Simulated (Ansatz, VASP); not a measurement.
SiC in VASP and in Ansatz

File INCAR:

```
ALGO = Normal
EDIFF = 1E-6
ENCUT = 520
GGA = PS
ISIF = 2
ISMEAR = 0
LASPH = T
LCHARG = F
LREAL = F
LWAVE = F
NBANDS = 11
NELM = 60
PREC = Accurate
SIGMA = 0.05
```

File KPOINTS:

```
k-points
0
Gamma
  12 12 12
```

Contents of POSCAR:

```
SiC
1.0
    0.0000000000      2.3479200000      2.2609600000
    2.3479200000      0.0000000000      2.2609600000
    2.3479200000      2.3479200000      0.0000000000
Si C
1 1
Direct
    0.0000000000      0.0000000000      0.0000000000
    0.7500000000      0.7500000000      0.7500000000
```

Input for Ansatz:

```yaml
crystal:
  lattice:
    - [0.0, 2.34792, 2.26096]
    - [2.34792, 0.0, 2.26096]
    - [2.34792, 2.34792, 0.0]
  atoms:
    - { symbol: Si, position: [0.0, 0.0, 0.0] }
    - { symbol: C, position: [0.75, 0.75, 0.75] }
basis:
  ecutwfc: 420
kpoints:
  mp_grid: { grid: [12, 12, 12] }
hamiltonian:
  xc: pbesol
scf:
  occupations: { method: gaussian, width: 0.05 }
output:
  forces: true
  stress: true
  eigenvalues: true
```

Change from the starting cell: strain +0.080 along x and y, +0.040 along z, atoms carried along.

Alike in both runs: task single point; functional PBEsol; k mesh 12 × 12 × 12; occupations gaussian, width 0.05 eV; no spin polarisation.

```csv
,VASP,Ansatz
version,VASP 6.6.1,Ansatz 0.2.0
potentials or method,"VASP PAW PBE potentials, release 64 (Si, C), cutoff 520 eV","scalar-relativistic, plane waves, PAW"
valence electrons in the cell,8,8
```

```tsv
	VASP	Ansatz	Ansatz less VASP
gap on the k mesh at the Fermi level (eV)	1.03	1.04	+0.007
least direct gap on the mesh (eV)	3.90	3.89	-0.012
pressure (GPa)	-28.4	-28.6	-0.22
traceless stress, the component that is largest in VASP (GPa)	5.53	5.53	+0.003
```

VASP's potentials were made for PBE, not for PBEsol. Both programs put the cell under strong tension, so it lies far from rest at this level. The functional is the same, so the differences come from potentials, cutoffs and numerics.
